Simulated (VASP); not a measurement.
# MgO (Fm-3m) in VASP: a series of runs

The runs below take MgO through single point, relaxation of cell and atoms, with PBEsol.

All numbers are computed with VASP 6.6.1; they aren't measurements. Logs are shortened: lines on timing, memory, paths and dates and some standing lists are left out, and cuts for length are marked.

## Step 1: The cell of the first run

The structure is cubic, space group Fm-3m (No. 225). The conventional cell has a = 4.180 Å, b = 4.180 Å, c = 4.180 Å, α = 90.00°, β = 90.00°, γ = 90.00°. Mg (site symmetry m-3m) has 6 O at 2.09 Å within 2.8 Å. Within 2.8 Å of O (site symmetry m-3m) lie 6 Mg at 2.09 Å.

## Step 2: Single point, PBEsol

Input file INCAR:

```
  ALGO = Normal
  EDIFF = 1E-6
  ENCUT = 520
  GGA = PS
  ISIF = 2
  ISMEAR = 0
  LASPH = True
  LCHARG = False
  LREAL = False
  LWAVE = False
  NBANDS = 11
  NELM = 60
  PREC = Accurate
  SIGMA = 0.01
```

Input file KPOINTS:

```
k-points
0
Gamma
  10 10 10
```

Input file POSCAR:

```
MgO
1.0
    0.0000000000      2.0901831265      2.0901831265
    2.0901831265      0.0000000000      2.0901831265
    2.0901831265      2.0901831265      0.0000000000
Mg O
1 1
Direct
    0.0000000000      0.0000000000      0.0000000000
    0.5000000000      0.5000000000      0.5000000000
```

Potentials or basis: VASP PAW PBE potentials, release 64 (Mg, O).

Command:

```
$ cat potpaw_PBE.64/Mg/POTCAR potpaw_PBE.64/O/POTCAR > POTCAR
$ mpirun -np 1 vasp_std > vasp.out
```

OUTCAR:

```text
EDIFF = 1E-6
   ENCUT = 520
   GGA = PS
   ISIF = 2
   ISMEAR = 0
   LASPH = True
   LREAL = False
   NELM = 60
   PREC = Accurate

 ion  position               nearest neighbor table
   1  0.000  0.000  0.000-   2 2.09   2 2.09   2 2.09   2 2.09   2 2.09   2 2.09
   2  0.500  0.500  0.500-   1 2.09   1 2.09   1 2.09   1 2.09   1 2.09   1 2.09

  LATTYP: Found a face centered cubic cell.
 ALAT       =     4.1803662530

  Lattice vectors:

 A1 = (   0.0000000000,   2.0901831265,   2.0901831265)
 A2 = (   2.0901831265,   0.0000000000,   2.0901831265)
 A3 = (   2.0901831265,   2.0901831265,   0.0000000000)

Analysis of symmetry for initial positions (statically):
=====================================================================
 Subroutine PRICEL returns:
 Original cell was already a primitive cell.

 Routine SETGRP: Setting up the symmetry group for a
 face centered cubic supercell.

 Subroutine GETGRP returns: Found 48 space group operations
 (whereof 48 operations were pure point group operations)
 out of a pool of 48 trial point group operations.

The static configuration has the point symmetry O_h .

Analysis of symmetry for dynamics (positions and initial velocities):
=====================================================================
 Subroutine PRICEL returns:
 Original cell was already a primitive cell.

 Routine SETGRP: Setting up the symmetry group for a
 face centered cubic supercell.

 Subroutine GETGRP returns: Found 48 space group operations
 (whereof 48 operations were pure point group operations)
 out of a pool of 48 trial point group operations.

The dynamic configuration has the point symmetry O_h .

 Subroutine INISYM returns: Found 48 space group operations
 (whereof 48 operations are pure point group operations),
 and found     1 'primitive' translations

----------------------------------------------------------------------------------------

                                     Primitive cell

  volume of cell :      18.2635

  direct lattice vectors                    reciprocal lattice vectors
     0.000000000  2.090183126  2.090183126    -0.239213490  0.239213490  0.239213490
     2.090183126  0.000000000  2.090183126     0.239213490 -0.239213490  0.239213490
     2.090183126  2.090183126  0.000000000     0.239213490  0.239213490 -0.239213490

  length of vectors
     2.955965325  2.955965325  2.955965325     0.414329918  0.414329918  0.414329918

  position of ions in fractional coordinates (direct lattice)
     0.000000000  0.000000000  0.000000000
     0.500000000  0.500000000  0.500000000

  ion indices of the primitive-cell ions
   primitive index   ion index
                 1           1
                 2           2

----------------------------------------------------------------------------------------

 KPOINTS: k-points

Automatic generation of k-mesh.
 Grid dimensions read from file:
 generate k-points for:   10   10   10

 Generating k-lattice:

  Cartesian coordinates                     Fractional coordinates (reciprocal lattice)
    -0.023921349  0.023921349  0.023921349     0.100000000  0.000000000  0.000000000
     0.023921349 -0.023921349  0.023921349     0.000000000  0.100000000  0.000000000
     0.023921349  0.023921349 -0.023921349     0.000000000  0.000000000  0.100000000

  Length of vectors
     0.041432992  0.041432992  0.041432992

  Shift w.r.t. Gamma in fractional coordinates (k-lattice)
     0.000000000  0.000000000  0.000000000

 Subroutine IBZKPT returns following result:
 ===========================================

 Found     47 irreducible k-points:

 Following reciprocal coordinates:
            Coordinates               Weight
  0.000000  0.000000  0.000000      1.000000
  0.100000  0.000000  0.000000      8.000000
  0.200000  0.000000  0.000000      8.000000
  0.300000  0.000000  0.000000      8.000000
  0.400000  0.000000  0.000000      8.000000
  0.500000  0.000000  0.000000      4.000000
[... 16 lines left out ...]
  0.300000  0.300000  0.000000      6.000000
  0.400000  0.300000  0.000000     24.000000
 [... further k-points ...]
   k-points           NKPTS =     47   k-points in BZ     NKDIM =     47   number of bands    NBANDS=     11
   number of dos      NEDOS =    301   number of ions     NIONS =      2
   total plane-waves  NPLWV =  13824
   dimension x,y,z NGX =    24 NGY =   24 NGZ =   24
   dimension x,y,z NGXF=    48 NGYF=   48 NGZF=   48
   ions per type =               1   1
   NGX,Y,Z   is equivalent  to a cutoff of  13.50, 13.50, 13.50 a.u.
   NGXF,Y,Z  is equivalent  to a cutoff of  27.00, 27.00, 27.00 a.u.
 SYSTEM =  unknown system
   PREC   = accura    normal or accurate (medium, high low for compatibility)
   ISTART =      0    job   : 0-new  1-cont  2-samecut
   ICHARG =      2    charge: 1-file 2-atom 10-const
   ISPIN  =      1    spin polarized calculation?
   LNONCOLLINEAR =      F non collinear calculations
   LSORBIT =      F    spin-orbit coupling
   LASPH  =      T    aspherical Exc in radial PAW
   ENCUT  =  520.0 eV  38.22 Ry    6.18 a.u.   5.50  5.50  5.50*2*pi/ulx,y,z
   NELM   =     60;   NELMIN=  2; NELMDL= -5     # of ELM steps
   EDIFF  = 0.1E-05   stopping-criterion for ELM
   LREAL  =      F    real-space projection
   EDIFFG = 0.1E-04   stopping-criterion for IOM
   NSW    =      0    number of steps for IOM
   IBRION =     -1    ionic relax: 0-MD 1-quasi-New 2-CG
   NFREE  =      0    steps in history (QN), initial steepest desc. (CG)
   ISIF   =      2    stress and relaxation
   ISYM   =      2    0-nonsym 1-usesym 2-fastsym
   POTIM  = 0.5000    time-step for ionic-motion
   TEBEG  =    0.0;   TEEND  =   0.0 temperature during run
   PSTRESS=    0.0 pullay stress
   NELECT =       8.0000    total number of electrons
   NUPDOWN=      -1.0000    fix difference up-down
   EMIN   =  10.00;   EMAX   =-10.00  energy-range for DOS
   EFERMI =   0.00;   METHOD = LEGACY
   ISMEAR =     0;   SIGMA  =   0.01  broadening in eV -4-tet -1-fermi 0-gaus
   EFERMI_NEDOS =   21; number of points for ismear=-14 and -15
   IALGO  =     38    algorithm
   IMIX   =      4    mixing-type and parameters
     AMIX     =   0.40;   BMIX     =  1.00
     AMIX_MAG =   1.60;   BMIX_MAG =  1.00
  volume/ion in A,a.u.               =       9.13        61.62
  Fermi-wavevector in a.u.,A,eV,Ry     =   1.243304  2.349503 21.031935  1.545804
  Thomas-Fermi vector in A             =   2.377620
   LORBIT       =      0    0 simple, 1 ext, 2 COOP (PROOUT), +10 PAW based schemes
   GGA     = PS    functional components
   LHFCALC =     F    Hartree Fock is set to
   AEXX    =    0.0000 exact exchange contribution
   IVDW    =     0    specifies the selected vdW correction
   LEPSILON=     F    determine dielectric tensor
   LRPA    =     F    only Hartree local field effects (RPA)
 non-spin polarized calculation
 Gauss-broadening in eV      SIGMA  =   0.01
  energy-cutoff  :      520.00
  volume of cell :       18.26
 maximum number of plane-waves:       531
 NGX is ok and might be reduce to    24
   NGX = 11   NGY = 11   NGZ = 11

 number of electron       8.0000003 magnetization

 Free energy of the ion-electron system (eV)
  ---------------------------------------------------
  ext. energy  EPLUGINS =         0.00000000
  ---------------------------------------------------
  free energy    TOTEN  =       -12.50774656 eV

  energy without entropy =      -12.50774656  energy(sigma->0) =      -12.50774656

 E-fermi :   3.3896     XC(G=0): -11.4205

 val. band max:        3.2395847972   @ k =   0.0000   0.0000   0.0000
 cond. band min:       8.0957706617   @ k =   0.0000   0.0000   0.0000
 fundamental gap:      4.8561858645
 Fermi energy:         3.3896383933

 k-point     1 :       0.0000    0.0000    0.0000
  band No.  band energies     occupation
      1     -14.0857      2.00000
      2       3.2396      2.00000
      3       3.2396      2.00000
      4       3.2396      2.00000
      5       8.0958      0.00000
      6      18.9967      0.00000
      7      18.9967      0.00000
      8      18.9967      0.00000
      9      22.8994      0.00000
     10      24.8099      0.00000
     11      24.8099      0.00000

 k-point     2 :       0.1000    0.0000    0.0000
  band No.  band energies     occupation
      1     -13.9734      2.00000
      2       2.5717      2.00000
      3       3.1681      2.00000
      4       3.1681      2.00000
      5       8.7274      0.00000
      6      17.7288      0.00000
      7      19.2469      0.00000
      8      19.2469      0.00000
      9      24.1174      0.00000
     10      24.1174      0.00000
     11      24.6215      0.00000

 k-point     3 :       0.2000    0.0000    0.0000
  band No.  band energies     occupation
      1     -13.6646      2.00000
      2       1.2107      2.00000
      3       2.9872      2.00000
      4       2.9872      2.00000
      5       9.9169      0.00000
      6      16.2297      0.00000
      7      19.7670      0.00000
      8      19.7670      0.00000
      9      23.4305      0.00000
     10      23.4305      0.00000
     11      25.7222      0.00000

 k-point     4 :       0.3000    0.0000    0.0000
  band No.  band energies     occupation
      1     -13.2455      2.00000
      2      -0.1600      2.00000
      3       2.7749      2.00000
      4       2.7749      2.00000
      5      10.8059      0.00000
      6      15.6152      0.00000
      7      19.9391      0.00000
      8      19.9391      0.00000
      9      23.8582      0.00000
     10      23.8582      0.00000
     11      25.1334      0.00000
[... 239 lines left out ...]
 k-point    22 :      -0.2000    0.2000    0.0000
  band No.  band energies     occupation
      1     -13.1215      2.00000
      2       0.0451      2.00000
      3       1.8421      2.00000
      4       2.7696      2.00000
      5      11.8081      0.00000
      6      15.0988      0.00000
      7      18.4894      0.00000
      8      21.1832      0.00000
      9      21.7169      0.00000
     10      24.7166      0.00000
     11      28.3364      0.00000

 k-point    23 :       0.3000    0.3000    0.0000
  band No.  band energies     occupation
      1     -13.0310      2.00000
      2      -0.0178      2.00000
      3       2.2653      2.00000
      4       2.2653      2.00000
      5      12.2464      0.00000
      6      13.5189      0.00000
      7      17.7965      0.00000
      8      21.3117      0.00000
      9      21.3117      0.00000
     10      27.5167      0.00000
     11      30.9992      0.00000

 k-point    24 :       0.4000    0.3000    0.0000
  band No.  band energies     occupation
      1     -12.7657      2.00000
      2      -0.4630      2.00000
      3       1.8828      2.00000
      4       2.1124      2.00000
      5      12.8972      0.00000
      6      13.3471      0.00000
      7      16.9602      0.00000
      8      21.5818      0.00000
      9      21.7907      0.00000
     10      28.2801      0.00000
     11      30.5908      0.00000

 [... further k-points ...]
[... 5 lines left out ...]
  --------------------------------------------------------------------------------------
  -------------------------------------------------------------------------------------
  Total        0.4014832      0.4014832      0.4014832     -0.0000000     -0.0000000      0.0000000
  in kB       35.2204520     35.2204520     35.2204520     -0.0000000     -0.0000000      0.0000000
  external PRESSURE =      35.2204520 kB  Pullay stress =       0.0000000 kB

 VOLUME and BASIS-vectors are now :
 -----------------------------------------------------------------------------
  energy-cutoff  :      520.00
  volume of cell :       18.26
      direct lattice vectors                 reciprocal lattice vectors
     0.000000000  2.090183126  2.090183126    -0.239213490  0.239213490  0.239213490
     2.090183126  0.000000000  2.090183126     0.239213490 -0.239213490  0.239213490
     2.090183126  2.090183126  0.000000000     0.239213490  0.239213490 -0.239213490

 POSITION                                       TOTAL-FORCE (eV/Angst)
 -----------------------------------------------------------------------------------
      0.00000      0.00000      0.00000         0.000000      0.000000      0.000000
      2.09018      2.09018      2.09018        -0.000000     -0.000000      0.000000
 -----------------------------------------------------------------------------------
    total drift:                               -0.000000     -0.000000      0.000000

  FREE ENERGIE OF THE ION-ELECTRON SYSTEM (eV)
  ---------------------------------------------------
  free  energy   TOTEN  =       -12.5077465635 eV

  energy  without entropy=      -12.5077465635  energy(sigma->0) =      -12.50774656
```

It took 9.1 s on 1 thread of AMD EPYC 7R13 (Zen 3), shared host; peak memory 0.11 GiB.

Results:

| Quantity | Value |
| --- | --- |
| Free energy | -12.5077 eV |
| Pressure | 3.5 GPa |
| Band gap on the k mesh | 4.86 eV, direct |

Caveat: the PAW data sets were made with another functional, which shifts forces and pressure a little.

## Step 3: Relaxation of cell and atoms, PBEsol, target pressure 4 GPa, at which the enthalpy is minimised

This run uses another cell than the first one, of 9.36 Å³/atom, 1.024 times its volume.

Input file INCAR:

```
  ALGO = Normal
  EDIFF = 1E-6
  EDIFFG = -0.001
  ENCUT = 600
  GGA = PS
  IBRION = 2
  ISIF = 3
  ISMEAR = 0
  LASPH = T
  LCHARG = F
  LREAL = F
  LWAVE = F
  NELM = 100
  NSW = 80
  PREC = Accurate
  PSTRESS = 40.0
  SIGMA = 0.01
```

KPOINTS is that of step 2.

Input file POSCAR:

```
MgO
1.0
    0.0000000000      2.1070853427      2.1070853427
    2.1070853427      0.0000000000      2.1070853427
    2.1070853427      2.1070853427      0.0000000000
Mg O
1 1
Direct
    0.0000000000      0.0000000000      0.0000000000
    0.5000000000      0.5000000000      0.5000000000
```

Potentials or basis: VASP PAW PBE potentials, release 64 (Mg, O).

Command:

```
$ cat potpaw_PBE.64/Mg/POTCAR potpaw_PBE.64/O/POTCAR > POTCAR
$ mpirun -np 1 vasp_std > vasp.out
```

It took 14 s on 1 thread of AMD EPYC 7R13 (Zen 3), shared host; peak memory 0.12 GiB.

It converged, with:

| Quantity | Value |
| --- | --- |
| Free energy | -12.5103 eV |
| Relaxed volume | 9.09 Å³/atom |
| Relaxed cell | a = 2.952 Å, b = 2.952 Å, c = 2.952 Å, α = 60.00°, β = 60.00°, γ = 60.00° |
| Space group after relaxing (to 0.05 Å) | Fm-3m (No. 225) |
| Energy change on relaxing (the enthalpy is what falls) | +2.6 meV/atom |
| Ionic steps | 3 |
| Pressure after relaxing | 4.0 GPa |
| Band gap on the k mesh | 4.90 eV, direct |

Step by step:
```
step  energy change (eV)  largest force (eV/Å)  pressure (GPa)  volume (Å³)
   1              0.0000                0.0000           -0.73        18.71
   2              0.0120                0.0000            6.18        17.97
   3              0.0051                0.0000            4.00        18.19
```

Final structure:
```xyz
2
Lattice="0.0000 2.0874 2.0874 2.0874 0.0000 2.0874 2.0874 2.0874 0.0000" Properties=species:S:1:pos:R:3 pbc="T T T"
Mg    0.0000    0.0000    0.0000
O     2.0874    2.0874    2.0874
```

Levels at points of the mesh, in eV from the valence-band top:
```tsv
k point	band 1	band 2	band 3	band 4	band 5	band 6	band 7	band 8
(0.00, 0.00, 0.00)	-17.35	0.00	0.00	0.00	4.90	15.78	15.78	15.78
(0.50, 0.00, 0.00)	-15.96	-4.80	-0.69	-0.69	7.92	12.81	16.45	16.45
(0.50, 0.50, 0.00)	-15.69	-4.26	-1.40	-1.40	8.95	10.17	13.26	19.25
```

Caveat: the cell is relaxed towards a set pressure, so the enthalpy falls and the energy may rise; the PAW data sets were made with another functional, which shifts forces and pressure a little.

## Step 4: Single point, PBEsol

This run uses another cell than the first one, of 8.37 Å³/atom, 0.917 times its volume.

Input file INCAR:

```
  PREC = Accurate
  ENCUT = 520
  EDIFF = 1E-7
  ISMEAR = 0
  SIGMA = 0.01
  LREAL = False
  LASPH = True
  NELM = 80
  ALGO = Normal
  ISIF = 2
  LWAVE = False
  LCHARG = False
  GGA = PS
  NBANDS = 11
```

Input file KPOINTS:

```
regular mesh
0
Gamma
  10 10 10
```

Input file POSCAR:

```
MgO
1.0
    0.0000000000      2.0304906437      2.0304906437
    2.0304906437      0.0000000000      2.0304906437
    2.0304906437      2.0304906437      0.0000000000
Mg O
1 1
Direct
    0.0000000000      0.0000000000      0.0000000000
    0.5000000000      0.5000000000      0.5000000000
```

Command:

```
$ cat potpaw_PBE.64/Mg/POTCAR potpaw_PBE.64/O/POTCAR > POTCAR
$ mpirun -np 1 vasp_std > vasp.out
```

Wall time 6 s (1 thread of AMD EPYC 9R45 (Zen 5), shared host); peak memory 0.11 GiB.

Results (log left out):

| Quantity | Value |
| --- | --- |
| Free energy | -12.3918 eV |
| Pressure | 21.8 GPa |
| Band gap on the k mesh | 5.77 eV, direct |

Levels at points of the mesh, in eV from the valence-band top:
```
           k point  band 2  band 3  band 4  band 5  band 6  band 7
(0.00, 0.00, 0.00)    0.00    0.00    0.00    5.77   16.23   16.23
(0.50, 0.00, 0.00)   -5.19   -0.80   -0.80    8.45   13.77   17.32
(0.50, 0.50, 0.00)   -4.62   -1.53   -1.53    9.01   11.11   14.17
```

Caveat: the PAW data sets were made with another functional, which shifts forces and pressure a little.

## Step 5: Overview

| task | cell | cutoff (eV) | gap on the mesh (eV) | pressure (GPa) |
| --- | --- | --- | --- | --- |
| single point | a = 2.956 Å, angles 60.0°, 2 atoms | 520 | 4.86 | 3.5 |
| relaxation of cell and atoms | relaxed to 4 GPa from a = 2.980 Å, angles 60.0°, 2 atoms | 600 | 4.90 | 4.0 |
| single point | a = 2.872 Å, angles 60.0°, 2 atoms | 520 | 5.77 | 21.8 |

Alike in all rows: level PBEsol; potentials or basis VASP PAW PBE potentials, release 64 (Mg, O); no spin polarisation; k mesh 10 × 10 × 10; smearing gaussian 0.01 eV.

Caveats: the PAW data sets were made with another functional, which shifts forces and pressure a little; the cell is relaxed towards a set pressure, so the enthalpy falls and the energy may rise (some runs).

Total energies depend on the potentials used, so only differences within one code and one set of settings carry meaning.
